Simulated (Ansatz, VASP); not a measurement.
# KBr: VASP beside Ansatz

```xyz
2
Lattice="0.0000 3.2925 3.2925 3.2925 0.0000 3.2925 3.2925 3.2925 0.0000" Properties=species:S:1:pos:R:3 pbc="T T T"
K     0.0000    0.0000    0.0000
Br    3.2925    3.1599    3.1599
```

Change from the starting cell: all Br atoms moved +0.188 Å, as atom 2 towards its neighbour atom 2 (Br) at 4.656 Å.

Alike in both runs: task single point; functional PBE; k mesh 6 × 6 × 6; occupations gaussian, width 0.05 eV; no spin polarisation.

```csv
,VASP,Ansatz
version,VASP 6.6.1,Ansatz 0.2.0
potentials or method,"VASP PAW PBE potentials, release 64 (K_sv, Br), cutoff 520 eV","scalar-relativistic, plane waves, PAW"
valence electrons in the cell,16,16
```

```csv
,VASP,Ansatz,Ansatz less VASP
gap on the k mesh at the Fermi level (eV),4.46,4.46,+0.002
least direct gap on the mesh (eV),4.46,4.46,+0.002
pressure (GPa),1.1,1.0,-0.04
"traceless stress, the component that is largest in VASP (GPa)",-0.26,-0.25,+0.004
rms of the force components (eV/Å),0.142,0.140,-0.0022
```

Atom by atom the forces differ by 0.002 eV/Å (rms over components).
